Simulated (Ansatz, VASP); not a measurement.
One calculation of HfCoH4, two programs

The input INCAR:

```
  ALGO = Normal
  EDIFF = 1E-6
  ENCUT = 520
  GGA = PE
  ISIF = 2
  ISMEAR = 0
  ISPIN = 2
  LASPH = T
  LCHARG = F
  LMAXMIX = 4
  LORBIT = 11
  LREAL = F
  LWAVE = F
  MAGMOM = 0 3 0 0 0 0
  NBANDS = 24
  NELM = 150
  PREC = Accurate
  SIGMA = 0.1
```

KPOINTS

```
k-points
0
Gamma
  6 6 6
```

File POSCAR:

```
HfCoH4
1.0
    4.5959197200      0.0000000000      0.0000000000
   -2.2979598600      3.9801832300      0.0000000000
    0.0000000000      0.0000000000      3.4441047900
Hf Co H
1 1 4
Direct
    0.0000000000      0.0000000000      0.0000000000
    0.3333333300      0.6666666700      0.0000000000
    0.6666666700      0.3333333300      0.0000000000
    0.9962900300      0.4981450100      0.5000000000
    0.5018549900      0.4981450100      0.5000000000
    0.5018549900      0.0037099700      0.5000000000
```

Input for Ansatz:

```yaml
crystal:
  lattice:
    - [4.59591972, 0.0, 0.0]
    - [-2.29795986, 3.98018323, 0.0]
    - [0.0, 0.0, 3.44410479]
  atoms:
    - { symbol: Hf, position: [0.0, 0.0, 0.0] }
    - { symbol: Co, position: [0.33333333, 0.66666667, 0.0], spin: 3.0 }
    - { symbol: H, position: [0.66666667, 0.33333333, 0.0] }
    - { symbol: H, position: [0.99629003, 0.49814501, 0.5] }
    - { symbol: H, position: [0.50185499, 0.49814501, 0.5] }
    - { symbol: H, position: [0.50185499, 0.00370997, 0.5] }
basis:
  ecutwfc: 420
kpoints:
  mp_grid: { grid: [6, 6, 6] }
hamiltonian:
  xc: pbe
scf:
  occupations: { method: gaussian, width: 0.1 }
  lower_state_search: "off"
output:
  forces: true
  stress: true
  eigenvalues: true
  populations: true
magnetization:
  spin_polarized: true
```

Change from the starting cell: species swapped into the LaAlNi4 type (P-6m2, No. 187).

Alike in both runs: task single point; functional PBE; k mesh 6 × 6 × 6; occupations gaussian, width 0.1 eV; collinear spin.

|  | VASP | Ansatz |
| --- | --- | --- |
| version | VASP 6.6.1 | Ansatz 0.2.0 |
| potentials or method | VASP PAW PBE potentials, release 64 (Hf_pv, Co, H), cutoff 520 eV | scalar-relativistic, plane waves, PAW |
| valence electrons in the cell | 23 | 47 |

|  | VASP | Ansatz | Ansatz less VASP |
| --- | --- | --- | --- |
| gap on the k mesh at the Fermi level (eV) | none | none | - |
| pressure (GPa) | -23.0 | -22.5 | +0.56 |
| traceless stress, the component that is largest in VASP (GPa) | -6.84 | -7.01 | -0.169 |
| rms of the force components (eV/Å) | 0.316 | 0.318 | +0.0021 |
| net moment per atom (μB) | 0.14 | 0.14 | +0.002 |
| size of the moment on the site where the two differ most (μB) | 0.11 | 0.08 | -0.029 |

Site moments also hang on the region over which each program counts them. Atom by atom the forces differ by 0.002 eV/Å (rms over components). A gap of «none» marks a metal or a gap that the smearing closes. With one functional, cell and mesh, what is left measures potentials, basis and numerics. VASP's potentials hold 23 valence electrons a cell and Ansatz's 47, so a difference there can come from the potentials and not from the codes.

Spin-orbit coupling is off throughout.
